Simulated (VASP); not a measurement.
Write the native input for VASP 6.6.1 that does the following.

- Task: single point
- Functional: PBE
- Potentials or basis: VASP PAW PBE potentials, release 64 (S, Mg)
- Cutoff: 520 eV
- k mesh: 9 × 9 × 9
- Occupations: fermi-dirac, width 0.05 eV
- Spin: no spin polarisation
- Dipole correction: no
- Further INCAR settings: ALGO = Normal; EDIFF = 1e-06; NBANDS = 11

The structure of MgS (Niningerite) lies in POSCAR:

```
MgS
1.0
    0.0000000000      2.5841887356      2.5841887356
    2.5841887356      0.0000000000      2.5841887356
    2.5841887356      2.5841887356      0.0000000000
S Mg
1 1
Direct
    0.5000000000      0.5000000000      0.5000000000
    0.0000000000      0.0000000000      0.0000000000
```

One way to write it, as run:

INCAR

```
SYSTEM = MgS
  PREC = Accurate
  ENCUT = 520
  EDIFF = 1E-6
  ISMEAR = -1
  SIGMA = 0.05
  LREAL = .FALSE.
  LASPH = .TRUE.
  NELM = 60
  ALGO = Normal
  ISIF = 2
  LWAVE = .FALSE.
  LCHARG = .FALSE.
  GGA = PE
  NBANDS = 11
```

KPOINTS

```
Automatic mesh
0
G
  9 9 9
  0 0 0
```

Potentials or basis: VASP PAW PBE potentials, release 64 (S, Mg).

Command:

```console
$ cat potpaw_PBE.64/S/POTCAR potpaw_PBE.64/Mg/POTCAR > POTCAR
$ mpirun -np 1 vasp_std > vasp.out
```

It gave:

- Pressure: 2.5 GPa
- Band gap on the k mesh: 2.95 eV, indirect (least direct gap 3.87 eV)

Run time: 7.8 s on 1 thread of Intel(R) Xeon(R) Platinum 8559C (Emerald Rapids) (shared host), peak memory 0.16 GiB.
